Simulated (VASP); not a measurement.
# Fe (P6/mmm) in VASP: notebook

Runs on Fe. Level: PBEsol. Tasks: single point.

Program: VASP 6.6.1. These are calculated values, not measurements. Logs are shortened: lines on timing, memory, paths and dates and some standing lists are left out, and cuts for length are marked.

## (1) The cell of the first run

It takes space group P6/mmm (No. 191, hexagonal). Conventional cell: a = 4.154 Å, b = 4.154 Å, c = 2.362 Å, α = 90.00°, β = 90.00°, γ = 120.00°. Within 3.1 Å of Fe (site symmetry 6/mmm) lie 14 Fe at 2.36 to 2.67 Å. Within 3.1 Å of Fe (site symmetry -6m2) lie 11 Fe at 2.36 to 2.67 Å.

This isn't the form of Fe at room conditions, which is bcc.

## (2) Single point, PBEsol, collinear spin, ferromagnetic start (11.76 Å³/atom)

INCAR

```
PREC = Accurate
ENCUT = 520
EDIFF = 1E-6
ISMEAR = -1
SIGMA = 0.05
LREAL = False
LASPH = True
NELM = 150
ALGO = Normal
ISIF = 2
LWAVE = False
LCHARG = False
ISPIN = 2
MAGMOM = 2.473 2.24 2.24
LORBIT = 11
LMAXMIX = 4
GGA = PS
NBANDS = 23
```

KPOINTS

```
regular mesh
0
Gamma
  10 10 15
```

POSCAR

```
Fe
1.0
    4.1542820493      0.0000000000      0.0000000000
   -2.0771410246      3.5977137892      0.0000000000
    0.0000000000      0.0000000000      2.3615127243
Fe
3
Direct
    0.0000000000      0.0000000000      0.0000000000
    0.3333333333      0.6666666667      0.5000000000
    0.6666666667      0.3333333333      0.5000000000
```

Potentials or basis: VASP PAW PBE potentials, release 64 (Fe).

On the command line:

```sh
$ cat potpaw_PBE.64/Fe/POTCAR > POTCAR
$ mpirun -np 1 vasp_std > vasp.out
```

OUTCAR:

```text
PREC = Accurate
   ENCUT = 520
   EDIFF = 1E-6
   ISMEAR = -1
   LREAL = False
   LASPH = True
   NELM = 150
   ISIF = 2
   ISPIN = 2
   LORBIT = 11
   GGA = PS

 ion  position               nearest neighbor table
   1  0.000  0.000  0.000-   2 2.67   3 2.67   2 2.67   3 2.67   2 2.67   2 2.67   3 2.67   3 2.67
                             3 2.67   3 2.67   2 2.67   2 2.67
   2  0.333  0.667  0.500-   3 2.40   3 2.40   3 2.40   1 2.67   1 2.67   1 2.67   1 2.67   1 2.67
                             1 2.67
   3  0.667  0.333  0.500-   2 2.40   2 2.40   2 2.40   1 2.67   1 2.67   1 2.67   1 2.67   1 2.67
                             1 2.67

  LATTYP: Found a hexagonal cell.
 ALAT       =     4.1542820493
 C/A-ratio  =     0.5684526703

  Lattice vectors:

 A1 = (   4.1542820493,   0.0000000000,   0.0000000000)
 A2 = (  -2.0771410246,   3.5977137892,   0.0000000000)
 A3 = (   0.0000000000,   0.0000000000,   2.3615127243)

Analysis of symmetry for initial positions (statically):
=====================================================================
 Subroutine PRICEL returns:
 Original cell was already a primitive cell.

 Routine SETGRP: Setting up the symmetry group for a
 hexagonal supercell.

 Subroutine GETGRP returns: Found 24 space group operations
 (whereof 24 operations were pure point group operations)
 out of a pool of 24 trial point group operations.

The static configuration has the point symmetry D_6h.

Analysis of symmetry for dynamics (positions and initial velocities):
=====================================================================
 Subroutine PRICEL returns:
 Original cell was already a primitive cell.

 Routine SETGRP: Setting up the symmetry group for a
 hexagonal supercell.

 Subroutine GETGRP returns: Found 24 space group operations
 (whereof 24 operations were pure point group operations)
 out of a pool of 24 trial point group operations.

The dynamic configuration has the point symmetry D_6h.

Analysis of structural, dynamic, and magnetic symmetry:
=====================================================================
 Subroutine PRICEL returns:
 Original cell was already a primitive cell.

 Routine SETGRP: Setting up the symmetry group for a
 hexagonal supercell.

 Subroutine GETGRP returns: Found 24 space group operations
 (whereof 24 operations were pure point group operations)
 out of a pool of 24 trial point group operations.

The overall configuration has the point symmetry D_6h.

 Subroutine INISYM returns: Found 24 space group operations
 (whereof 24 operations are pure point group operations),
 and found     1 'primitive' translations

----------------------------------------------------------------------------------------

                                     Primitive cell

  volume of cell :      35.2950

  direct lattice vectors                    reciprocal lattice vectors
     4.154282049  0.000000000  0.000000000     0.240715481  0.138977148  0.000000000
    -2.077141025  3.597713789  0.000000000     0.000000000  0.277954295  0.000000000
     0.000000000  0.000000000  2.361512724     0.000000000  0.000000000  0.423457384

  length of vectors
     4.154282049  4.154282049  2.361512724     0.277954295  0.277954295  0.423457384

  position of ions in fractional coordinates (direct lattice)
     0.000000000  0.000000000  0.000000000
     0.333333333  0.666666667  0.500000000
     0.666666667  0.333333333  0.500000000

  ion indices of the primitive-cell ions
   primitive index   ion index
                 1           1
                 2           2
                 3           3

----------------------------------------------------------------------------------------

 KPOINTS: regular mesh

Automatic generation of k-mesh.
 Grid dimensions read from file:
 generate k-points for:   10   10   15

 Generating k-lattice:

  Cartesian coordinates                     Fractional coordinates (reciprocal lattice)
     0.024071548  0.013897715  0.000000000     0.100000000  0.000000000  0.000000000
     0.000000000  0.027795430  0.000000000     0.000000000  0.100000000  0.000000000
     0.000000000  0.000000000  0.028230492     0.000000000  0.000000000  0.066666667

  Length of vectors
     0.027795430  0.027795430  0.028230492

  Shift w.r.t. Gamma in fractional coordinates (k-lattice)
     0.000000000  0.000000000  0.000000000

 Subroutine IBZKPT returns following result:
 ===========================================

 Found    112 irreducible k-points:

 Following reciprocal coordinates:
            Coordinates               Weight
  0.000000  0.000000  0.000000      1.000000
  0.100000 -0.000000  0.000000      6.000000
  0.200000 -0.000000  0.000000      6.000000
  0.300000  0.000000  0.000000      6.000000
  0.400000  0.000000  0.000000      6.000000
  0.500000  0.000000  0.000000      3.000000
[... 16 lines left out ...]
  0.300000  0.100000  0.066667     24.000000
  0.400000  0.100000  0.066667     24.000000
 [... further k-points ...]
   k-points           NKPTS =    112   k-points in BZ     NKDIM =    112   number of bands    NBANDS=     23
   number of dos      NEDOS =    301   number of ions     NIONS =      3
   total plane-waves  NPLWV =  18432
   dimension x,y,z NGX =    32 NGY =   32 NGZ =   18
   dimension x,y,z NGXF=    64 NGYF=   64 NGZF=   36
   ions per type =               3
   NGX,Y,Z   is equivalent  to a cutoff of  12.81, 12.81, 12.67 a.u.
   NGXF,Y,Z  is equivalent  to a cutoff of  25.61, 25.61, 25.34 a.u.
 SYSTEM =  unknown system
   PREC   = accura    normal or accurate (medium, high low for compatibility)
   ISTART =      0    job   : 0-new  1-cont  2-samecut
   ICHARG =      2    charge: 1-file 2-atom 10-const
   ISPIN  =      2    spin polarized calculation?
   LNONCOLLINEAR =      F non collinear calculations
   LSORBIT =      F    spin-orbit coupling
   LASPH  =      T    aspherical Exc in radial PAW
   ENCUT  =  520.0 eV  38.22 Ry    6.18 a.u.   7.72  7.72  4.39*2*pi/ulx,y,z
   NELM   =    150;   NELMIN=  2; NELMDL= -5     # of ELM steps
   EDIFF  = 0.1E-05   stopping-criterion for ELM
   LREAL  =      F    real-space projection
   EDIFFG = 0.1E-04   stopping-criterion for IOM
   NSW    =      0    number of steps for IOM
   IBRION =     -1    ionic relax: 0-MD 1-quasi-New 2-CG
   NFREE  =      0    steps in history (QN), initial steepest desc. (CG)
   ISIF   =      2    stress and relaxation
   ISYM   =      2    0-nonsym 1-usesym 2-fastsym
   POTIM  = 0.5000    time-step for ionic-motion
   TEBEG  =    0.0;   TEEND  =   0.0 temperature during run
   PSTRESS=    0.0 pullay stress
   NELECT =      24.0000    total number of electrons
   NUPDOWN=      -1.0000    fix difference up-down
   EMIN   =  10.00;   EMAX   =-10.00  energy-range for DOS
   EFERMI =   0.00;   METHOD = LEGACY
   ISMEAR =    -1;   SIGMA  =   0.05  broadening in eV -4-tet -1-fermi 0-gaus
   EFERMI_NEDOS =   21; number of points for ismear=-14 and -15
   IALGO  =     38    algorithm
   IMIX   =      4    mixing-type and parameters
     AMIX     =   0.40;   BMIX     =  1.00
     AMIX_MAG =   1.60;   BMIX_MAG =  1.00
  volume/ion in A,a.u.               =      11.76        79.39
  Fermi-wavevector in a.u.,A,eV,Ry     =   1.439597  2.720444 28.197254  2.072440
  Thomas-Fermi vector in A             =   2.558435
   LORBIT       =     11    0 simple, 1 ext, 2 COOP (PROOUT), +10 PAW based schemes
   GGA     = PS    functional components
   LHFCALC =     F    Hartree Fock is set to
   AEXX    =    0.0000 exact exchange contribution
   IVDW    =     0    specifies the selected vdW correction
   LEPSILON=     F    determine dielectric tensor
   LRPA    =     F    only Hartree local field effects (RPA)
 spin polarized calculation
  energy-cutoff  :      520.00
  volume of cell :       35.29
 maximum number of plane-waves:       969
 NGX is ok and might be reduce to    32
   NGX = 15   NGY = 15   NGZ =  9

 number of electron      24.0000007 magnetization       7.2986225

 Free energy of the ion-electron system (eV)
  ---------------------------------------------------
  ext. energy  EPLUGINS =         0.00000000
  ---------------------------------------------------
  free energy    TOTEN  =       -26.04333853 eV

  energy without entropy =      -26.01430349  energy(sigma->0) =      -26.02882101

 E-fermi :   5.5554     XC(G=0): -13.0582

 val. band max:        5.5501365010   @ k =   0.2000  -0.0000   0.2667
 cond. band min:       5.5559439956   @ k =   0.3000   0.1000   0.2667
 fundamental gap:      0.0058074946
 Fermi energy:         5.5553527881

 spin component 1

 k-point     1 :       0.0000    0.0000    0.0000
  band No.  band energies     occupation
      1      -3.0244      1.00000
      2       1.0366      1.00000
      3       2.2084      1.00000
      4       2.2084      1.00000
      5       2.2551      1.00000
      6       2.3451      1.00000
[... 15 lines left out ...]
     22      13.7437      0.00000
     23      23.6227      0.00000

 k-point     2 :       0.1000   -0.0000    0.0000
  band No.  band energies     occupation
      1      -2.8966      1.00000
      2       1.0455      1.00000
      3       1.8562      1.00000
      4       2.0641      1.00000
      5       2.1963      1.00000
      6       2.4778      1.00000
[... 15 lines left out ...]
     22      14.6350      0.00000
     23      23.8085      0.00000

 k-point     3 :       0.2000   -0.0000    0.0000
  band No.  band energies     occupation
      1      -2.5208      1.00000
      2       1.0128      1.00000
      3       1.4747      1.00000
      4       1.9794      1.00000
      5       1.9891      1.00000
      6       2.4784      1.00000
[... 15 lines left out ...]
     22      16.7684      0.00000
     23      24.3534      0.00000
[... 495 lines left out ...]
 k-point    23 :       0.3000    0.1000    0.0667
  band No.  band energies     occupation
      1      -1.3566      1.00000
      2       0.7312      1.00000
      3       0.9435      1.00000
      4       1.8420      1.00000
      5       2.1771      1.00000
      6       2.4378      1.00000
[... 15 lines left out ...]
     22      20.6107      0.00000
     23      22.1516      0.00000

 k-point    24 :       0.4000    0.1000    0.0667
  band No.  band energies     occupation
      1      -0.5602      1.00000
      2       0.2376      1.00000
      3       0.6370      1.00000
      4       2.0184      1.00000
      5       2.1794      1.00000
      6       2.2983      1.00000
[... 15 lines left out ...]
     22      20.9353      0.00000
     23      22.6215      0.00000

 [... further k-points ...]

 spin component 2

 k-point     1 :       0.0000    0.0000    0.0000
  band No.  band energies     occupation
      1      -2.6788      1.00000
      2       2.5878      1.00000
      3       3.8385      1.00000
      4       3.8385      1.00000
      5       3.8404      1.00000
      6       3.8404      1.00000
[... 15 lines left out ...]
     22      14.7676      0.00000
     23      24.2046      0.00000

 k-point     2 :       0.1000   -0.0000    0.0000
  band No.  band energies     occupation
      1      -2.5503      1.00000
      2       2.5692      1.00000
      3       3.4119      1.00000
      4       3.7054      1.00000
      5       3.7224      1.00000
      6       4.0839      1.00000
[... 15 lines left out ...]
     22      15.6017      0.00000
     23      24.4025      0.00000

 k-point     3 :       0.2000   -0.0000    0.0000
  band No.  band energies     occupation
      1      -2.1711      1.00000
      2       2.4289      1.00000
      3       2.9069      1.00000
      4       3.4705      1.00000
      5       3.7299      1.00000
      6       4.2234      1.00000
[... 15 lines left out ...]
     22      17.6057      0.00000
     23      24.9794      0.00000
[... 495 lines left out ...]
 k-point    23 :       0.3000    0.1000    0.0667
  band No.  band energies     occupation
      1      -0.9757      1.00000
      2       1.7119      1.00000
      3       2.1774      1.00000
      4       3.5730      1.00000
      5       3.9937      1.00000
      6       4.2138      1.00000
[... 15 lines left out ...]
     22      21.2640      0.00000
     23      22.8396      0.00000

 k-point    24 :       0.4000    0.1000    0.0667
  band No.  band energies     occupation
      1      -0.1170      1.00000
      2       0.8259      1.00000
      3       1.9723      1.00000
      4       3.7784      1.00000
      5       3.9954      1.00000
      6       4.2011      1.00000
[... 15 lines left out ...]
     22      21.6887      0.00000
     23      23.1200      0.00000

 [... further k-points ...]

------------------------ aborting loop because EDIFF is reached ----------------------------------------

  FORCE on cell =-STRESS in cart. coord.  units (eV):
  Direction    XX          YY          ZZ          XY          YZ          ZX
  --------------------------------------------------------------------------------------
  -------------------------------------------------------------------------------------
  Total       -1.2590623     -1.2590623     -1.4971089     -0.0000000      0.0000000     -0.0000000
  in kB      -57.1537733    -57.1537733    -67.9596428     -0.0000000      0.0000000     -0.0000000
  external PRESSURE =     -60.7557298 kB  Pullay stress =       0.0000000 kB

 VOLUME and BASIS-vectors are now :
 -----------------------------------------------------------------------------
  energy-cutoff  :      520.00
  volume of cell :       35.29
      direct lattice vectors                 reciprocal lattice vectors
     4.154282049  0.000000000  0.000000000     0.240715481  0.138977148  0.000000000
    -2.077141025  3.597713789  0.000000000     0.000000000  0.277954295  0.000000000
     0.000000000  0.000000000  2.361512724     0.000000000  0.000000000  0.423457384

 POSITION                                       TOTAL-FORCE (eV/Angst)
 -----------------------------------------------------------------------------------
      0.00000      0.00000      0.00000         0.000000      0.000000      0.000000
     -0.00000      2.39848      1.18076        -0.000000      0.000000      0.000000
      2.07714      1.19924      1.18076         0.000000      0.000000      0.000000
 -----------------------------------------------------------------------------------
    total drift:                               -0.000000      0.000000      0.000000

  FREE ENERGIE OF THE ION-ELECTRON SYSTEM (eV)
  ---------------------------------------------------
  free  energy   TOTEN  =       -26.0433385311 eV

  energy  without entropy=      -26.0143034872  energy(sigma->0) =      -26.02882101

 total charge

# of ion       s       p       d       tot
------------------------------------------
    1        0.471   0.511   6.191   7.173
    2        0.493   0.507   6.253   7.254
    3        0.493   0.507   6.253   7.254
--------------------------------------------------
tot          1.458   1.525  18.698  21.681

 magnetization (x)

# of ion       s       p       d       tot
------------------------------------------
    1       -0.010  -0.043   2.575   2.523
    2       -0.011  -0.024   2.399   2.364
    3       -0.011  -0.024   2.399   2.364
--------------------------------------------------
tot         -0.032  -0.091   7.373   7.250
```

Run time: 2.5 min. Hardware: 1 thread of AMD EPYC 9R45 (Zen 5), shared host; peak memory 0.22 GiB.

Results:

```
Free energy                                           : -26.0433 eV
Pressure                                              : -6.1 GPa
Net moment                                            : 7.30 μB per cell
Site moments                                          : Fe +2.52, +2.36 (each value once) μB
Valence electrons inside the program's atomic spheres : Fe 7.17, 7.25 (each value once)
```

Stress tensor (GPa, compression positive):
```
-5.72  0.00  0.00
 0.00 -5.72  0.00
 0.00  0.00 -6.80
```

Caveat: the cell stands under tension; the PAW data sets were made with another functional, which shifts forces and pressure a little.

## (3) Single point, PBEsol, collinear spin, ferromagnetic start (12.22 Å³/atom)

This run uses another cell than the first one, of 12.22 Å³/atom.

INCAR

```
SYSTEM = Fe
  PREC = Accurate
  ENCUT = 520
  EDIFF = 1E-6
  ISMEAR = -1
  SIGMA = 0.05
  LREAL = .FALSE.
  LASPH = .TRUE.
  NELM = 150
  ALGO = Normal
  ISIF = 2
  LWAVE = .FALSE.
  LCHARG = .TRUE.
  ISPIN = 2
  MAGMOM = 2.473 2.24 2.24
  LORBIT = 11
  LMAXMIX = 4
  GGA = PS
  LELF = .TRUE.
  LVHAR = .TRUE.
  NBANDS = 23
```

KPOINTS

```
Automatic mesh
0
G
  10 10 15
  0 0 0
```

POSCAR

```
Fe
1.0
    4.2068734810      0.0000000000      0.0000000000
   -2.1034367405      3.6432593051      0.0000000000
    0.0000000000      0.0000000000      2.3914084642
Fe
3
Direct
    0.0000000000      0.0000000000      0.0000000000
    0.3333333333      0.6666666667      0.5000000000
    0.6666666667      0.3333333333      0.5000000000
```

Potentials or basis: VASP PAW PBE potentials, release 64 (Fe).

On the command line:

```sh
$ cat potpaw_PBE.64/Fe/POTCAR > POTCAR
$ mpirun -np 1 vasp_std > vasp.out
```

It took 2.7 min on 1 thread of AMD EPYC 9R45 (Zen 5), shared host; peak memory 0.22 GiB.

Results (log left out):

| Property | Result |
| --- | --- |
| Free energy | -25.9698 eV |
| Pressure | -11.0 GPa |
| Net moment | 7.56 μB per cell |
| Site moments | Fe +2.56, +2.48 (each value once) μB |
| Valence electrons inside the program's atomic spheres | Fe 7.10, 7.18 (each value once) |

Stress tensor (GPa, compression positive):
```
-10.62   0.00   0.00
  0.00 -10.62   0.00
  0.00   0.00 -11.86
```

Levels at points of the mesh, in eV from the Fermi level:
Spin up:
```tsv
k point	band 14	band 15	band 16	band 17	band 18	band 19
(0.00, 0.00, 0.00)	-1.50	-0.54	-0.54	5.45	5.45	5.48
(0.50, 0.00, 0.00)	-0.81	-0.78	-0.66	-0.44	-0.25	5.86
```
Spin down:
```csv
k point,band 5,band 6,band 7,band 8,band 9,band 10,band 11,band 12
"(0.00, 0.00, 0.00)",-1.62,-1.62,-1.56,-0.90,0.19,0.19,1.31,1.31
"(0.50, 0.00, 0.00)",-1.57,-1.25,-0.94,-0.78,0.02,0.77,1.41,1.42
```

Caveat: the cell stands under tension; the PAW data sets were made with another functional, which shifts forces and pressure a little.

(Part 1 of 2 ends here.)
